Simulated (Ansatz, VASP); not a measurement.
## KF: VASP beside Ansatz

```
K F
1.0
    -0.10681    2.47319    2.47319
     2.47319   -0.10681    2.47319
     2.47319    2.47319   -0.10681
K F
1 1
Direct
  0.00000 0.00000 0.00000
  0.50000 0.50000 0.50000
```

Alike in both runs: task single point; functional LDA; k mesh 8 × 8 × 8; occupations gaussian, width 0.05 eV; no spin polarisation.

|  | VASP | Ansatz |
| --- | --- | --- |
| version | VASP 6.6.1 | Ansatz 0.2.0 |
| potentials or method | VASP PAW LDA potentials, release 64 (K_sv, F), cutoff 520 eV | scalar-relativistic, plane waves, PAW |
| valence electrons in the cell | 16 | 16 |

Ansatz gave:

| Item | Value |
| --- | --- |
| gap on the k mesh at the Fermi level (eV) | 6.72 |
| least direct gap on the mesh (eV) | 6.72 |
| pressure (GPa) | 3.2 |
| traceless stress, the component that is largest in VASP (GPa) | 0.41 |

Which values does VASP return?

gap on the k mesh at the Fermi level (eV): 6.69; least direct gap on the mesh (eV): 6.69; pressure (GPa): 3.6; traceless stress, the component that is largest in VASP (GPa): 0.39.

LDA's correlation is that of Perdew and Zunger in VASP and of Perdew and Wang (1992) in Ansatz.
